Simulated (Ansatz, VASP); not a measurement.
Two plane-wave programs on Ir

```xyz
1
Lattice="0.0000 1.9061 1.9061 1.9061 0.0000 1.9061 1.9061 1.9061 0.0000" Properties=species:S:1:pos:R:3 pbc="T T T"
Ir    0.0000    0.0000    0.0000
```

Alike in both runs: task single point; functional LDA; k mesh 4 × 4 × 4; occupations fermi-dirac, width 0.1 eV; no spin polarisation.

```csv
,VASP,Ansatz
version,VASP 6.6.1,Ansatz 0.2.0
potentials or method,"VASP PAW LDA potentials, release 64 (Ir), cutoff 520 eV","plane waves (420 eV) with PAW, scalar-relativistic"
valence electrons in the cell,9,17
```

```tsv
	VASP	Ansatz	Ansatz less VASP
pressure (GPa)	-8.3	-10.9	-2.62
```

Ansatz warns that its potentials were made for another functional, while VASP's fit it. LDA's correlation is that of Perdew and Zunger in VASP and of Perdew and Wang (1992) in Ansatz. VASP's potentials hold 9 valence electrons a cell and Ansatz's 17, so a difference there can come from the potentials and not from the codes.

The k mesh is coarse, so the values compare programs but aren't converged. Spin-orbit coupling is off throughout.
